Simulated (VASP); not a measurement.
# Al2Cu (I4/mcm) in VASP: further runs

Runs on Al2Cu. Level: PBE. Tasks: single point.

Everything below comes from runs of VASP 6.6.1. Logs are shortened: lines on timing, memory, paths and dates and some standing lists are left out, and cuts for length are marked.

### 1 The cell of the first run

Symmetry: I4/mcm, No. 140, tetragonal system. The conventional cell has a = 5.992 Å, b = 5.992 Å, c = 4.883 Å, α = 90.00°, β = 90.00°, γ = 90.00°. Al (site symmetry m2m) has 4 Cu at 2.56 Å and 11 Al at 2.69 to 3.19 Å within 3.4 Å. Within 3.2 Å of Cu (site symmetry 422) lie 2 Cu at 2.44 Å and 8 Al at 2.56 Å.

### 2 Single point, PBE

INCAR reads:

```
  ALGO = Fast
  EDIFF = 1E-6
  ENCUT = 520
  GGA = PE
  ISIF = 2
  ISMEAR = 0
  LASPH = True
  LCHARG = True
  LELF = True
  LREAL = False
  LVHAR = True
  LWAVE = False
  NBANDS = 26
  NELM = 100
  PREC = Accurate
  SIGMA = 0.15
```

KPOINTS reads:

```
k-points
0
Gamma
  10 10 10
```

POSCAR reads:

```
Al2Cu
1.0
   -2.9959000000      2.9959000000      2.4412820339
    2.9959000000     -2.9959000000      2.4412820339
    2.9959000000      2.9959000000     -2.4412820339
Al Cu
4 2
Direct
    0.1587211657      0.6587211657      0.8174423314
    0.6587211657      0.8412788343      0.5000000000
    0.8412788343      0.3412788343      0.1825576686
    0.3412788343      0.1587211657      0.5000000000
    0.7500000000      0.7500000000      0.0000000000
    0.2500000000      0.2500000000      0.0000000000
```

Potentials or basis: VASP PAW PBE potentials, release 64 (Al, Cu).

Started as:

```console
$ cat potpaw_PBE.64/Al/POTCAR potpaw_PBE.64/Cu/POTCAR > POTCAR
$ mpirun -np 1 vasp_std > vasp.out
```

OUTCAR:

```text
EDIFF = 1E-6
   ENCUT = 520
   GGA = PE
   ISIF = 2
   ISMEAR = 0
   LASPH = True
   LREAL = False
   NELM = 100
   PREC = Accurate

 ion  position               nearest neighbor table
   1  0.159  0.659  0.817-   5 2.56   6 2.56   5 2.56   6 2.56   3 2.69   3 2.89   3 2.89   4 3.09
                             2 3.09   2 3.09   4 3.09   4 3.19   2 3.19   2 3.19   4 3.19
   2  0.659  0.841  0.500-   6 2.56   5 2.56   5 2.56   6 2.56   4 2.69   4 2.89   4 2.89   3 3.09
                             1 3.09   1 3.09   3 3.09   1 3.19   3 3.19   1 3.19   3 3.19
   3  0.841  0.341  0.183-   5 2.56   6 2.56   5 2.56   6 2.56   1 2.69   1 2.89   1 2.89   2 3.09
                             4 3.09   4 3.09   2 3.09   2 3.19   4 3.19   4 3.19   2 3.19
   4  0.341  0.159  0.500-   5 2.56   6 2.56   6 2.56   5 2.56   2 2.69   2 2.89   2 2.89   3 3.09
                             1 3.09   1 3.09   3 3.09   1 3.19   3 3.19   3 3.19   1 3.19
   5  0.750  0.750  0.000-   6 2.44   6 2.44   1 2.56   3 2.56   3 2.56   4 2.56   2 2.56   4 2.56
                             1 2.56   2 2.56
   6  0.250  0.250  0.000-   5 2.44   5 2.44   1 2.56   3 2.56   4 2.56   2 2.56   4 2.56   1 2.56
                             2 2.56   3 2.56

  LATTYP: Found a body centered tetragonal cell.
 ALAT       =     5.9918000000
 C/A-ratio  =     0.8148743396

  Lattice vectors:

 A1 = (  -2.9959000000,   2.9959000000,   2.4412820339)
 A2 = (   2.9959000000,  -2.9959000000,   2.4412820339)
 A3 = (   2.9959000000,   2.9959000000,  -2.4412820339)

Analysis of symmetry for initial positions (statically):
=====================================================================
 Subroutine PRICEL returns:
 Original cell was already a primitive cell.

 Routine SETGRP: Setting up the symmetry group for a
 body centered tetragonal supercell.

 Subroutine GETGRP returns: Found 16 space group operations
 (whereof  8 operations were pure point group operations)
 out of a pool of 16 trial point group operations.

The static configuration has the point symmetry C_4h.
 The point group associated with its full space group is D_4h.

Analysis of symmetry for dynamics (positions and initial velocities):
=====================================================================
 Subroutine PRICEL returns:
 Original cell was already a primitive cell.

 Routine SETGRP: Setting up the symmetry group for a
 body centered tetragonal supercell.

 Subroutine GETGRP returns: Found 16 space group operations
 (whereof  8 operations were pure point group operations)
 out of a pool of 16 trial point group operations.

The dynamic configuration has the point symmetry C_4h.
 The point group associated with its full space group is D_4h.

 Subroutine INISYM returns: Found 16 space group operations
 (whereof  8 operations are pure point group operations),
 and found     1 'primitive' translations

----------------------------------------------------------------------------------------

                                     Primitive cell

  volume of cell :      87.6461

  direct lattice vectors                    reciprocal lattice vectors
    -2.995900000  2.995900000  2.441282034     0.000000000  0.166894756  0.204810421
     2.995900000 -2.995900000  2.441282034     0.166894756  0.000000000  0.204810421
     2.995900000  2.995900000 -2.441282034     0.166894756  0.166894756  0.000000000

  length of vectors
     4.889855989  4.889855989  4.889855989     0.264199107  0.264199107  0.236024828

  position of ions in fractional coordinates (direct lattice)
     0.158721166  0.658721166  0.817442331
     0.658721166  0.841278834  0.500000000
     0.841278834  0.341278834  0.182557669
     0.341278834  0.158721166  0.500000000
     0.750000000  0.750000000  0.000000000
     0.250000000  0.250000000  0.000000000

  ion indices of the primitive-cell ions
   primitive index   ion index
                 1           1
                 2           2
                 3           3
                 4           4
                 5           5
                 6           6

----------------------------------------------------------------------------------------

 KPOINTS: k-points

Automatic generation of k-mesh.
 Grid dimensions read from file:
 generate k-points for:   10   10   10

 Generating k-lattice:

  Cartesian coordinates                     Fractional coordinates (reciprocal lattice)
     0.000000000  0.016689476  0.020481042     0.100000000  0.000000000  0.000000000
     0.016689476  0.000000000  0.020481042     0.000000000  0.100000000  0.000000000
     0.016689476  0.016689476  0.000000000     0.000000000  0.000000000  0.100000000

  Length of vectors
     0.026419911  0.026419911  0.023602483

  Shift w.r.t. Gamma in fractional coordinates (k-lattice)
     0.000000000  0.000000000  0.000000000

 Subroutine IBZKPT returns following result:
 ===========================================

 Found    102 irreducible k-points:

 Following reciprocal coordinates:
            Coordinates               Weight
  0.000000  0.000000  0.000000      1.000000
  0.100000  0.000000 -0.000000      8.000000
  0.200000  0.000000 -0.000000      8.000000
  0.300000  0.000000  0.000000      8.000000
  0.400000  0.000000  0.000000      8.000000
  0.500000  0.000000  0.000000      4.000000
[... 16 lines left out ...]
  0.300000  0.300000  0.000000      8.000000
  0.400000  0.300000 -0.000000     16.000000
 [... further k-points ...]
   k-points           NKPTS =    102   k-points in BZ     NKDIM =    102   number of bands    NBANDS=     26
   number of dos      NEDOS =    301   number of ions     NIONS =      6
   total plane-waves  NPLWV =  46656
   dimension x,y,z NGX =    36 NGY =   36 NGZ =   36
   dimension x,y,z NGXF=    72 NGYF=   72 NGZF=   72
   ions per type =               4   2
   NGX,Y,Z   is equivalent  to a cutoff of  12.24, 12.24, 12.24 a.u.
   NGXF,Y,Z  is equivalent  to a cutoff of  24.48, 24.48, 24.48 a.u.
 SYSTEM =  unknown system
   PREC   = accura    normal or accurate (medium, high low for compatibility)
   ISTART =      0    job   : 0-new  1-cont  2-samecut
   ICHARG =      2    charge: 1-file 2-atom 10-const
   ISPIN  =      1    spin polarized calculation?
   LNONCOLLINEAR =      F non collinear calculations
   LSORBIT =      F    spin-orbit coupling
   LASPH  =      T    aspherical Exc in radial PAW
   ENCUT  =  520.0 eV  38.22 Ry    6.18 a.u.   9.09  9.09  9.09*2*pi/ulx,y,z
   NELM   =    100;   NELMIN=  2; NELMDL= -5     # of ELM steps
   EDIFF  = 0.1E-05   stopping-criterion for ELM
   LREAL  =      F    real-space projection
   EDIFFG = 0.1E-04   stopping-criterion for IOM
   NSW    =      0    number of steps for IOM
   IBRION =     -1    ionic relax: 0-MD 1-quasi-New 2-CG
   NFREE  =      0    steps in history (QN), initial steepest desc. (CG)
   ISIF   =      2    stress and relaxation
   ISYM   =      2    0-nonsym 1-usesym 2-fastsym
   POTIM  = 0.5000    time-step for ionic-motion
   TEBEG  =    0.0;   TEEND  =   0.0 temperature during run
   PSTRESS=    0.0 pullay stress
   NELECT =      34.0000    total number of electrons
   NUPDOWN=      -1.0000    fix difference up-down
   EMIN   =  10.00;   EMAX   =-10.00  energy-range for DOS
   EFERMI =   0.00;   METHOD = LEGACY
   ISMEAR =     0;   SIGMA  =   0.15  broadening in eV -4-tet -1-fermi 0-gaus
   EFERMI_NEDOS =   21; number of points for ismear=-14 and -15
   IALGO  =     68    algorithm
   IMIX   =      4    mixing-type and parameters
     AMIX     =   0.40;   BMIX     =  1.00
     AMIX_MAG =   1.60;   BMIX_MAG =  1.00
  volume/ion in A,a.u.               =      14.61        98.58
  Fermi-wavevector in a.u.,A,eV,Ry     =   1.193961  2.256260 19.395701  1.425544
  Thomas-Fermi vector in A             =   2.329963
   LORBIT       =      0    0 simple, 1 ext, 2 COOP (PROOUT), +10 PAW based schemes
   GGA     = PE    functional components
   LHFCALC =     F    Hartree Fock is set to
   AEXX    =    0.0000 exact exchange contribution
   IVDW    =     0    specifies the selected vdW correction
   LEPSILON=     F    determine dielectric tensor
   LRPA    =     F    only Hartree local field effects (RPA)
 non-spin polarized calculation
 RMM-DIIS sequential band-by-band and
 Gauss-broadening in eV      SIGMA  =   0.15
  energy-cutoff  :      520.00
  volume of cell :       87.65
 maximum number of plane-waves:      2380
   NGX = 19   NGY = 19   NGZ = 19

 number of electron      33.9999988 magnetization

 Free energy of the ion-electron system (eV)
  ---------------------------------------------------
  ext. energy  EPLUGINS =         0.00000000
  ---------------------------------------------------
  free energy    TOTEN  =       -23.37836314 eV

  energy without entropy =      -23.35781602  energy(sigma->0) =      -23.36808958

 E-fermi :   8.1663     XC(G=0): -10.9409

 val. band max:        8.1646590003   @ k =  -0.1000  -0.2000   0.1000
 cond. band min:       8.2172117945   @ k =  -0.1000   0.1000   0.0000
 fundamental gap:      0.0525527943
 Fermi energy:         8.1662673199

 k-point     1 :       0.0000    0.0000    0.0000
  band No.  band energies     occupation
      1      -2.6934      2.00000
      2       2.8168      2.00000
      3       2.9958      2.00000
      4       2.9958      2.00000
      5       3.0623      2.00000
      6       3.9365      2.00000
[... 18 lines left out ...]
     25      13.6456      0.00000
     26      14.2599      0.00000

 k-point     2 :       0.1000    0.0000   -0.0000
  band No.  band energies     occupation
      1      -2.5882      2.00000
      2       2.8071      2.00000
      3       2.9695      2.00000
      4       2.9905      2.00000
      5       3.0841      2.00000
      6       3.9195      2.00000
[... 18 lines left out ...]
     25      13.7619      0.00000
     26      14.4816      0.00000

 k-point     3 :       0.2000    0.0000   -0.0000
  band No.  band energies     occupation
      1      -2.2735      2.00000
      2       2.7642      2.00000
      3       2.7858      2.00000
      4       2.9730      2.00000
      5       3.1407      2.00000
      6       3.8299      2.00000
[... 18 lines left out ...]
     25      14.1091      0.00000
     26      14.6521      0.00000

 k-point     4 :       0.3000    0.0000    0.0000
  band No.  band energies     occupation
      1      -1.7533      2.00000
      2       2.0072      2.00000
      3       2.7721      2.00000
      4       2.9392      2.00000
      5       3.2037      2.00000
      6       3.7232      2.00000
[... 18 lines left out ...]
     25      14.7112      0.00000
     26      14.9811      0.00000

 k-point     5 :       0.4000    0.0000    0.0000
  band No.  band energies     occupation
      1      -1.0351      2.00000
      2       0.9172      2.00000
      3       2.7851      2.00000
      4       2.8875      2.00000
      5       3.2562      2.00000
      6       3.5272      2.00000
[... 18 lines left out ...]
     25      14.3236      0.00000
     26      15.0342      0.00000

 k-point     6 :       0.5000    0.0000    0.0000
  band No.  band energies     occupation
      1      -0.1335      2.00000
      2      -0.1335      2.00000
      3       2.8287      2.00000
      4       2.8287      2.00000
      5       3.3493      2.00000
      6       3.3493      2.00000
[... 427 lines left out ...]
 k-point    21 :      -0.3000    0.2000   -0.0000
  band No.  band energies     occupation
      1      -2.0887      2.00000
      2       1.7316      2.00000
      3       2.8279      2.00000
      4       3.0971      2.00000
      5       3.1227      2.00000
      6       3.7153      2.00000
[... 18 lines left out ...]
     25      12.4600      0.00000
     26      16.4851      0.00000

 k-point    22 :      -0.2000    0.2000    0.0000
  band No.  band energies     occupation
      1      -2.3593      2.00000
      2       2.1117      2.00000
      3       2.9206      2.00000
      4       3.0546      2.00000
      5       3.0990      2.00000
      6       3.7930      2.00000
[... 18 lines left out ...]
     25      11.8247      0.00000
     26      17.2469      0.00000

 k-point    23 :       0.3000    0.3000    0.0000
  band No.  band energies     occupation
      1       0.2410      2.00000
      2       0.5914      2.00000
      3       0.6351      2.00000
      4       2.7593      2.00000
      5       3.5671      2.00000
      6       3.5971      2.00000
[... 18 lines left out ...]
     25      14.3415      0.00000
     26      15.1995      0.00000

 k-point    24 :       0.4000    0.3000   -0.0000
  band No.  band energies     occupation
      1      -0.3023      2.00000
      2       0.4816      2.00000
      3       1.2313      2.00000
      4       2.8578      2.00000
      5       3.4109      2.00000
      6       3.5571      2.00000
[... 18 lines left out ...]
     25      15.3247      0.00000
     26      15.4071      0.00000

 [... further k-points ...]

------------------------ aborting loop because EDIFF is reached ----------------------------------------

  FORCE on cell =-STRESS in cart. coord.  units (eV):
  Direction    XX          YY          ZZ          XY          YZ          ZX
  --------------------------------------------------------------------------------------
  -------------------------------------------------------------------------------------
  Total        1.4680403      1.4680403      0.7354162      0.0000000      0.0000000      0.0000000
  in kB       26.8358889     26.8358889     13.4434644      0.0000000      0.0000000      0.0000000
  external PRESSURE =      22.3717474 kB  Pullay stress =       0.0000000 kB

 VOLUME and BASIS-vectors are now :
 -----------------------------------------------------------------------------
  energy-cutoff  :      520.00
  volume of cell :       87.65
      direct lattice vectors                 reciprocal lattice vectors
    -2.995900000  2.995900000  2.441282034     0.000000000  0.166894756  0.204810421
     2.995900000 -2.995900000  2.441282034     0.166894756  0.000000000  0.204810421
     2.995900000  2.995900000 -2.441282034     0.166894756  0.166894756  0.000000000

 POSITION                                       TOTAL-FORCE (eV/Angst)
 -----------------------------------------------------------------------------------
      3.94693      0.95103     -0.00000         0.005315      0.005315      0.000000
      2.04487      0.95103      2.44128        -0.005315      0.005315      0.000000
     -0.95103      2.04487      2.44128        -0.005315     -0.005315     -0.000000
      0.95103      2.04487      0.00000         0.005315     -0.005315      0.000000
      0.00000      0.00000      3.66192         0.000000      0.000000     -0.000000
      0.00000      0.00000      1.22064         0.000000     -0.000000     -0.000000
 -----------------------------------------------------------------------------------
    total drift:                                0.000000     -0.000000      0.000000

  FREE ENERGIE OF THE ION-ELECTRON SYSTEM (eV)
  ---------------------------------------------------
  free  energy   TOTEN  =       -23.3783631440 eV

  energy  without entropy=      -23.3578160170  energy(sigma->0) =      -23.36808958
```

It took 3.8 min on 1 thread of Intel Xeon Platinum 8375C at 2.90GHz (Ice Lake), shared host; peak memory 0.34 GiB.

What came out:

| Quantity | Value |
| --- | --- |
| Free energy | -23.3784 eV |
| Pressure | 2.2 GPa |
| Largest force | 0.008 eV/Å |
| Band gap on the k mesh | zero (band 17 reaches 10.73 eV, above the bottom of band 18 at 6.45 eV) |

Forces on the atoms (eV/Å):
```
Al   0.005  0.005  0.000
Al  -0.005  0.005  0.000
Al  -0.005 -0.005  0.000
Al   0.005 -0.005  0.000
Cu   0.000  0.000  0.000
Cu   0.000  0.000  0.000
```

(Continued in part 2 of 3.)
